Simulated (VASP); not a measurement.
# C in VASP: a series of runs

The runs below take C through single point, with PBE+D3(BJ).

Program: VASP 6.6.1. These are calculated values, not measurements. Logs are shortened: lines on timing, memory, paths and dates and some standing lists are left out, and cuts for length are marked.

### Step 1. The cell of the first run

The cell holds a slab with vacuum, 2 atoms: a = 2.515 Å, b = 2.478 Å, c = 26.002 Å, α = 90.00°, β = 90.00°, γ = 59.51°.

### Step 2. Single point, PBE+D3(BJ) (strain along x +0.020, then relaxed in part)

Contents of INCAR:

```
PREC     = Accurate       # precision mode
ENCUT    = 520            # plane-wave cutoff, eV
EDIFF    = 1E-7           # SCF threshold, eV
ISMEAR   = 0              # smearing method
SIGMA    = 0.1            # smearing width, eV
LREAL    = False          # projectors in reciprocal space
LASPH    = True           # aspherical terms in the spheres
NELM     = 100            # most SCF steps
ALGO     = Normal         # electronic algorithm
ISIF     = 2              # what is computed and relaxed
LWAVE    = False          # write WAVECAR
LCHARG   = False          # write CHGCAR
LDIPOL   = True         
IDIPOL   = 3            
DIPOL    = 0.5 0.5 0.500
GGA      = PE             # functional
IVDW     = 12             # dispersion correction
NBANDS   = 11             # bands
```

Contents of KPOINTS:

```
Automatic mesh
0
Gamma
  21 21 1
```

Contents of POSCAR:

```
C
1.0
    2.5150102998     -0.0000082388      0.0000000000
    1.2575121450      2.1353512688      0.0000000000
    0.0000000000      0.0000000000     26.0015393183
C
2
Direct
    0.1652778591      0.1663147937      0.5000000000
    0.4993024821      0.4982655475      0.5000000000
```

Potentials or basis: VASP PAW PBE potentials, release 64 (C).

Launch:

```console
$ cat potpaw_PBE.64/C/POTCAR > POTCAR
$ mpirun -np 1 vasp_std > vasp.out
```

OUTCAR:

```text
PREC = Accurate
   ENCUT = 520
   EDIFF = 1E-7
   ISMEAR = 0
   LREAL = False
   LASPH = True
   NELM = 100
   ISIF = 2
   GGA = PE
   IVDW = 12
 IVDW          = 12

 ion  position               nearest neighbor table
   1  0.165  0.166  0.500-   2 1.43   2 1.44   2 1.44
   2  0.499  0.498  0.500-   1 1.43   1 1.44   1 1.44

  LATTYP: Found a base centered orthorhombic cell.
 ALAT       =     2.5150102998
 B/A-ratio  =     1.6980887819
 C/A-ratio  =    10.3385418820

  Lattice vectors:

 A1 = (   1.2574981548,  -2.1353595076,   0.0000000000)
 A2 = (   1.2575121450,   2.1353512688,   0.0000000000)
 A3 = (   0.0000000000,   0.0000000000,  26.0015393183)

Analysis of symmetry for initial positions (statically):
=====================================================================
 Subroutine PRICEL returns:
 Original cell was already a primitive cell.

 Routine SETGRP: Setting up the symmetry group for a
 base centered orthorhombic supercell.

 Subroutine GETGRP returns: Found  8 space group operations
 (whereof  2 operations were pure point group operations)
 out of a pool of  8 trial point group operations.

The static configuration has the point symmetry C_1h.
 The point group associated with its full space group is D_2h.

Analysis of symmetry for dynamics (positions and initial velocities):
=====================================================================
 Subroutine PRICEL returns:
 Original cell was already a primitive cell.

 Routine SETGRP: Setting up the symmetry group for a
 base centered orthorhombic supercell.

 Subroutine GETGRP returns: Found  8 space group operations
 (whereof  2 operations were pure point group operations)
 out of a pool of  8 trial point group operations.

The dynamic configuration has the point symmetry C_1h.
 The point group associated with its full space group is D_2h.

 Subroutine INISYM returns: Found  8 space group operations
 (whereof  2 operations are pure point group operations),
 and found     1 'primitive' translations

----------------------------------------------------------------------------------------

                                     Primitive cell

  volume of cell :     139.6397

  direct lattice vectors                    reciprocal lattice vectors
     2.515010300 -0.000008239  0.000000000     0.397611919 -0.234154363  0.000000000
     1.257512145  2.135351269  0.000000000     0.000001534  0.468306122  0.000000000
     0.000000000  0.000000000 26.001539318     0.000000000  0.000000000  0.038459261

  length of vectors
     2.515010300  2.478116590 26.001539318     0.461436349  0.468306122  0.038459261

  position of ions in fractional coordinates (direct lattice)
     0.165277859  0.166314794  0.500000000
     0.499302482  0.498265547  0.500000000

  ion indices of the primitive-cell ions
   primitive index   ion index
                 1           1
                 2           2

----------------------------------------------------------------------------------------

 KPOINTS: Automatic mesh

Automatic generation of k-mesh.
 Grid dimensions read from file:
 generate k-points for:   21   21    1

 Generating k-lattice:

  Cartesian coordinates                     Fractional coordinates (reciprocal lattice)
     0.018933901 -0.011150208  0.000000000     0.047619048  0.000000000  0.000000000
     0.000000073  0.022300292  0.000000000    -0.000000000  0.047619048  0.000000000
     0.000000000  0.000000000  0.038459261     0.000000000  0.000000000  1.000000000

  Length of vectors
     0.021973159  0.022300292  0.038459261

  Shift w.r.t. Gamma in fractional coordinates (k-lattice)
     0.000000000  0.000000000  0.000000000

 Subroutine IBZKPT returns following result:
 ===========================================

 Found    121 irreducible k-points:

 Following reciprocal coordinates:
            Coordinates               Weight
  0.000000  0.000000  0.000000      1.000000
  0.047619  0.000000  0.000000      4.000000
  0.095238  0.000000  0.000000      4.000000
  0.142857  0.000000  0.000000      4.000000
  0.190476  0.000000  0.000000      4.000000
  0.238095  0.000000  0.000000      4.000000
[... 16 lines left out ...]
 -0.428571  0.047619  0.000000      4.000000
 -0.380952  0.047619  0.000000      4.000000
 [... further k-points ...]
   k-points           NKPTS =    121   k-points in BZ     NKDIM =    121   number of bands    NBANDS=     11
   number of dos      NEDOS =    301   number of ions     NIONS =      2
   total plane-waves  NPLWV =  70560
   dimension x,y,z NGX =    20 NGY =   18 NGZ =  196
   dimension x,y,z NGXF=    40 NGYF=   36 NGZF=  392
   ions per type =               2
   NGX,Y,Z   is equivalent  to a cutoff of  13.22, 12.08, 12.53 a.u.
   NGXF,Y,Z  is equivalent  to a cutoff of  26.44, 24.15, 25.06 a.u.
 SYSTEM =  unknown system
   PREC   = accura    normal or accurate (medium, high low for compatibility)
   ISTART =      0    job   : 0-new  1-cont  2-samecut
   ICHARG =      2    charge: 1-file 2-atom 10-const
   ISPIN  =      1    spin polarized calculation?
   LNONCOLLINEAR =      F non collinear calculations
   LSORBIT =      F    spin-orbit coupling
   LASPH  =      T    aspherical Exc in radial PAW
   ENCUT  =  520.0 eV  38.22 Ry    6.18 a.u.   4.68  4.61 48.35*2*pi/ulx,y,z
   NELM   =    100;   NELMIN=  2; NELMDL= -5     # of ELM steps
   EDIFF  = 0.1E-06   stopping-criterion for ELM
   LREAL  =      F    real-space projection
   EDIFFG = 0.1E-05   stopping-criterion for IOM
   NSW    =      0    number of steps for IOM
   IBRION =     -1    ionic relax: 0-MD 1-quasi-New 2-CG
   NFREE  =      0    steps in history (QN), initial steepest desc. (CG)
   ISIF   =      2    stress and relaxation
   ISYM   =      2    0-nonsym 1-usesym 2-fastsym
   POTIM  = 0.5000    time-step for ionic-motion
   TEBEG  =    0.0;   TEEND  =   0.0 temperature during run
   PSTRESS=    0.0 pullay stress
   NELECT =       8.0000    total number of electrons
   NUPDOWN=      -1.0000    fix difference up-down
   EMIN   =  10.00;   EMAX   =-10.00  energy-range for DOS
   EFERMI =   0.00;   METHOD = LEGACY
   ISMEAR =     0;   SIGMA  =   0.10  broadening in eV -4-tet -1-fermi 0-gaus
   EFERMI_NEDOS =   21; number of points for ismear=-14 and -15
   IALGO  =     38    algorithm
   IMIX   =      4    mixing-type and parameters
     AMIX     =   0.40;   BMIX     =  1.00
     AMIX_MAG =   1.60;   BMIX_MAG =  1.00
  volume/ion in A,a.u.               =      69.82       471.17
  Fermi-wavevector in a.u.,A,eV,Ry     =   0.631105  1.192616  5.419118  0.398294
  Thomas-Fermi vector in A             =   1.693966
   LORBIT       =      0    0 simple, 1 ext, 2 COOP (PROOUT), +10 PAW based schemes
   GGA     = PE    functional components
   LHFCALC =     F    Hartree Fock is set to
   AEXX    =    0.0000 exact exchange contribution
   IVDW    =    12    specifies the selected vdW correction
   LEPSILON=     F    determine dielectric tensor
   LRPA    =     F    only Hartree local field effects (RPA)
 non-spin polarized calculation
 Gauss-broadening in eV      SIGMA  =   0.10
  energy-cutoff  :      520.00
  volume of cell :      139.64
 maximum number of plane-waves:      3801
   NGX =  9   NGY =  9   NGZ = 97

 number of electron       7.9999999 magnetization

 dipolmoment           0.000000      0.000000     -0.000000 electrons x Angstroem

 Free energy of the ion-electron system (eV)
  ---------------------------------------------------
  ext. energy  EPLUGINS =         0.00000000
  ---------------------------------------------------
  free energy    TOTEN  =       -18.43166947 eV

  energy without entropy =      -18.43150830  energy(sigma->0) =      -18.43158889

 E-fermi :  -3.1836     XC(G=0):  -1.6617

 val. band max:       -3.2910665700   @ k =  -0.3333   0.3333   0.0000
 cond. band min:      -3.0760928239   @ k =  -0.3333   0.3333   0.0000
 fundamental gap:      0.2149737461
 Fermi energy:        -3.1835796967

 k-point     1 :       0.0000    0.0000    0.0000
  band No.  band energies     occupation
      1     -22.4731      2.00000
      2     -10.6060      2.00000
      3      -6.3170      2.00000
      4      -6.1624      2.00000
      5       0.1679      0.00000
      6       0.9357      0.00000
      7       1.2112      0.00000
      8       1.6759      0.00000
      9       1.9579      0.00000
     10       2.8652      0.00000
     11       3.2626      0.00000

 k-point     2 :       0.0476    0.0000    0.0000
  band No.  band energies     occupation
      1     -22.4209      2.00000
      2     -10.5441      2.00000
      3      -6.5177      2.00000
      4      -6.2922      2.00000
      5       0.2385      0.00000
      6       1.0073      0.00000
      7       1.2838      0.00000
      8       1.7481      0.00000
      9       2.0300      0.00000
     10       2.9370      0.00000
     11       3.3341      0.00000

 k-point     3 :       0.0952    0.0000    0.0000
  band No.  band energies     occupation
      1     -22.2647      2.00000
      2     -10.3591      2.00000
      3      -7.1232      2.00000
      4      -6.6046      2.00000
      5       0.4502      0.00000
      6       1.2220      0.00000
      7       1.5014      0.00000
      8       1.9644      0.00000
      9       2.2464      0.00000
     10       3.1523      0.00000
     11       3.5486      0.00000
[... 267 lines left out ...]
 k-point    23 :      -0.4286    0.0476    0.0000
  band No.  band energies     occupation
      1     -17.9501      2.00000
      2     -15.5967      2.00000
      3      -9.5294      2.00000
      4      -5.8090      2.00000
      5      -1.1620      0.00000
      6       4.3976      0.00000
      7       6.5699      0.00000
      8       7.4081      0.00000
      9       7.8336      0.00000
     10       8.2389      0.00000
     11       8.5384      0.00000

 k-point    24 :      -0.3810    0.0476    0.0000
  band No.  band energies     occupation
      1     -18.7693      2.00000
      2     -14.5510      2.00000
      3      -9.3706      2.00000
      4      -6.4898      2.00000
      5      -0.2486      0.00000
      6       4.4635      0.00000
      7       5.3327      0.00000
      8       6.1549      0.00000
      9       6.5264      0.00000
     10       6.9516      0.00000
     11       7.2438      0.00000

 [... further k-points ...]

------------------------ aborting loop because EDIFF is reached ----------------------------------------

 vacuum level on the upper side and lower side of the slab       (xc-potential included)        -0.011        -0.011

 Edisp (eV)   -0.17589

 E8    (eV) :    -0.0551

  FORCE on cell =-STRESS in cart. coord.  units (eV):
  Direction    XX          YY          ZZ          XY          YZ          ZX
  --------------------------------------------------------------------------------------
  -------------------------------------------------------------------------------------
  Total      -2.17347    -0.37189    -0.01031     0.00001     0.00000     0.00000
  in kB     -24.93769    -4.26695    -0.11828     0.00007     0.00000     0.00000
  external pressure =       -9.77 kB  Pullay stress =        0.00 kB

 VOLUME and BASIS-vectors are now :
 -----------------------------------------------------------------------------
  energy-cutoff  :      520.00
  volume of cell :      139.64
      direct lattice vectors                 reciprocal lattice vectors
     2.515010300 -0.000008239  0.000000000     0.397611919 -0.234154363  0.000000000
     1.257512145  2.135351269  0.000000000     0.000001534  0.468306122  0.000000000
     0.000000000  0.000000000 26.001539318     0.000000000  0.000000000  0.038459261

 POSITION                                       TOTAL-FORCE (eV/Angst)
 -----------------------------------------------------------------------------------
      0.62482      0.35514     13.00077         0.000000      0.003800     -0.000000
      1.88233      1.06397     13.00077        -0.000000     -0.003800      0.000000
 -----------------------------------------------------------------------------------
    total drift:                               -0.000010      0.000006     -0.000000

  FREE ENERGIE OF THE ION-ELECTRON SYSTEM (eV)
  ---------------------------------------------------
  free  energy   TOTEN  =       -18.6075596758 eV

  energy  without entropy=      -18.6073985045  energy(sigma->0) =      -18.60747909

 vacuum level on the upper side and lower side of the slab         1.128         1.128
```

Wall time 12 min (1 thread of Intel Xeon 8259CL, shared host); peak memory 0.35 GiB.

What came out:

* Free energy: -18.6076 eV
* Largest force: 0.004 eV/Å
* Dispersion energy per atom: -0.088 eV

Forces on the atoms (eV/Å):
```
C    0.000  0.004  0.000
C    0.000 -0.004  0.000
```

Caveat: the cell differs from its parent crystal (strain along x +0.020, then relaxed in part).

(Continued in part 2 of 2.)
